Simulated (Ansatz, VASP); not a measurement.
# One calculation of CuSn, two programs

```
CELL_PARAMETERS angstrom
4.07400 0.00000 0.00000
-2.03700 3.52819 0.00000
0.00000 0.00000 4.92797
ATOMIC_POSITIONS crystal
Cu 0.00000 0.00000 0.00000
Cu 0.00000 0.00000 0.50000
Sn 0.33333 0.66667 0.25000
Sn 0.66667 0.33333 0.75000
```

Alike in both runs: functional LDA; k mesh 12 × 12 × 8; occupations fermi-dirac, width 0.15 eV; no spin polarisation.

Ansatz relaxed the structure, and its values are those at the end. VASP's run is a single point on that final structure, the one shown.

```csv
,VASP,Ansatz
version,VASP 6.6.1,Ansatz 0.2.0
potentials or method,"VASP PAW LDA potentials, release 64 (Cu, Sn_d), cutoff 520 eV","scalar-relativistic, plane waves, PAW"
valence electrons in the cell,50,66
```

Ansatz gave:

| Item | Value |
| --- | --- |
| gap on the k mesh at the Fermi level (eV) | none |
| pressure (GPa) | 0.0 |

What did VASP give for the same quantities?

gap on the k mesh at the Fermi level (eV): none; pressure (GPa): 0.3.

LDA's correlation is that of Perdew and Zunger in VASP and of Perdew and Wang (1992) in Ansatz. A gap of «none» marks a metal or a gap that the smearing closes. VASP's potentials hold 50 valence electrons a cell and Ansatz's 66, so a difference there can come from the potentials and not from the codes.
